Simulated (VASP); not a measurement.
Here is a VASP 6.6.1 calculation.

The input INCAR:

```
SYSTEM = Pt
ALGO = Fast
EDIFF = 1E-7
ENCUT = 520
GGA = PS
ISIF = 2
ISMEAR = 0
LASPH = .TRUE.
LCHARG = .FALSE.
LREAL = .FALSE.
LWAVE = .FALSE.
NBANDS = 11
NELM = 100
PREC = Accurate
SIGMA = 0.15
```

The input KPOINTS:

```
k-points
0
G
  22 22 22
  0 0 0
```

Contents of POSCAR:

```
Pt
1.0
   -1.5762989000      1.5842200000      1.5842200000
    1.5762989000     -1.5842200000      1.5842200000
    1.5762989000      1.5842200000     -1.5842200000
Pt
1
Direct
    0.0000000000      0.0000000000      0.0000000000
```

Potentials or basis: VASP PAW PBE potentials, release 64 (Pt).

Command:

```sh
$ cat potpaw_PBE.64/Pt/POTCAR > POTCAR
$ mpirun -np 1 vasp_std > vasp.out
```

(1) Estimate the band gap on the k mesh.

(2) Estimate the pressure.

Results:

(1) zero (bands 5 and 6 overlap by 2.12 eV).

(2) -10.2 GPa.

Caveat: the cell differs from its parent crystal (strain -0.0050 x Voigt [1, 0, 0, 0, 0, 0]); the cell stands under tension; the PAW data sets were made with another functional, which shifts forces and pressure a little; spin-orbit coupling is left out, which moves the levels of the heavy elements.
